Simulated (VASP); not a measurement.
Wanted: the native input for a VASP 6.6.1 run.

| Item | Value |
| --- | --- |
| Task | single point |
| Functional | r2SCAN |
| Potentials or basis | VASP PAW PBE potentials, release 64 (Na_pv, I) |
| Cutoff | 520 eV |
| k mesh | 6 × 6 × 6 |
| Occupations | gaussian, width 0.05 eV |
| Spin | no spin polarisation |
| Dipole correction | no |
| Further INCAR settings | ALGO = Normal; EDIFF = 1e-06; NBANDS = 14 |

The system is NaI.

```
Na I
1.0
     0.00000    3.23640    3.13931
     3.23640    0.00000    3.13931
     3.23640    3.23640    0.00000
Na I
1 1
Cartesian
  0.0000 0.0000 0.0000
  3.2364 3.2364 3.1393
```

This cell differs from its parent crystal: strain +0.000 along x and y, -0.030 along z.

The input as run:

POSCAR

```
NaI
1.0
    0.0000000000      3.2364000000      3.1393080000
    3.2364000000      0.0000000000      3.1393080000
    3.2364000000      3.2364000000      0.0000000000
Na I
1 1
Direct
    0.0000000000      0.0000000000      0.0000000000
    0.5000000000      0.5000000000      0.5000000000
```

INCAR.step1

```
SYSTEM = NaI
PREC     = Accurate       ! precision mode
ENCUT    = 520            ! plane-wave cutoff, eV
ISMEAR   = 0              ! smearing method
SIGMA    = 0.05           ! smearing width, eV
LREAL    = .False.        ! projectors in reciprocal space
LASPH    = .True.         ! aspherical terms in the spheres
NELM     = 60             ! most SCF steps
NBANDS   = 14             ! bands
GGA      = PE             ! functional
ALGO     = Normal         ! electronic algorithm
EDIFF    = 1E-4           ! SCF threshold, eV
LWAVE    = .True.         ! write WAVECAR
LCHARG   = .False.        ! write CHGCAR
```

INCAR.step2

```
SYSTEM = NaI
PREC     = Accurate       ! precision mode
ENCUT    = 520            ! plane-wave cutoff, eV
EDIFF    = 1E-6           ! SCF threshold, eV
ISMEAR   = 0              ! smearing method
SIGMA    = 0.05           ! smearing width, eV
LREAL    = .False.        ! projectors in reciprocal space
LASPH    = .True.         ! aspherical terms in the spheres
NELM     = 60             ! most SCF steps
ALGO     = Normal         ! electronic algorithm
ISIF     = 2              ! what is computed and relaxed
LWAVE    = .False.        ! write WAVECAR
LCHARG   = .True.         ! write CHGCAR
METAGGA  = R2SCAN         ! meta-GGA
LMIXTAU  = .True.       
LELF     = .True.         ! ELF
LVHAR    = .True.       
NBANDS   = 14             ! bands
ISTART   = 1
```

KPOINTS

```
Automatic mesh
0
Gamma
  6 6 6
  0 0 0
```

Potentials or basis: VASP PAW PBE potentials, release 64 (Na_pv, I).

The run is started by

```sh
$ cat potpaw_PBE.64/Na_pv/POTCAR potpaw_PBE.64/I/POTCAR > POTCAR
$ cp INCAR.step1 INCAR
$ mpirun -np 1 vasp_std > vasp.out
$ cp INCAR.step2 INCAR
$ mpirun -np 1 vasp_std > vasp.out
```

Results of the run:

```yaml
Pressure: 0.4 GPa
Band_gap_on_the_k_mesh: 4.52 eV
```

Caveat: the cell differs from its parent crystal (strain +0.000 along x and y, -0.030 along z); the PAW data sets were made with another functional, which shifts forces and pressure a little; spin-orbit coupling is left out, which moves the levels of the heavy elements.

Wall time 45 s on 1 thread of Intel(R) Xeon(R) 6975P-C (Granite Rapids), on a shared host, peak memory 0.22 GiB.
